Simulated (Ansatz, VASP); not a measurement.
## Two plane-wave programs on GaAs2

```xyz
6
Lattice="3.6969 0.0000 0.0000 -1.8485 3.2016 0.0000 0.0000 0.0000 10.8434" Properties=species:S:1:pos:R:3 pbc="T T T"
Ga    0.0000    2.1344    2.7108
Ga    1.8485    1.0672    8.1325
As    0.0000    2.1344    6.1908
As    1.8485    1.0672    0.7691
As    0.0000    2.1344   10.0743
As    1.8485    1.0672    4.6526
```

Alike in both runs: task relaxation of cell and atoms; functional PBE; k mesh 12 × 12 × 4; occupations gaussian, width 0.1 eV; no spin polarisation.

|  | VASP | Ansatz |
| --- | --- | --- |
| version | VASP 6.6.1 | Ansatz 0.2.0 |
| potentials or method | VASP PAW PBE potentials, release 64 (Ga_d, As), cutoff 600 eV | scalar-relativistic, plane waves, PAW |
| valence electrons in the cell | 46 | 86 |

Ansatz gave:

```
gap on the k mesh at the Fermi level, each at its own relaxed structure (eV) : none
relaxed volume (Å³/atom)                                                     : 21.83
relaxed length of the cell vector where the two differ most in proportion (Å)              : 11.379
```

Question: Which values does VASP return?

Answer: gap on the k mesh at the Fermi level, each at its own relaxed structure (eV): none; relaxed volume (Å³/atom): 21.87; relaxed length of the cell vector where the two differ most in proportion (Å): 11.385.

A gap of «none» marks a metal or a gap that the smearing closes. VASP's potentials hold 46 valence electrons a cell and Ansatz's 86, so a difference there can come from the potentials and not from the codes.
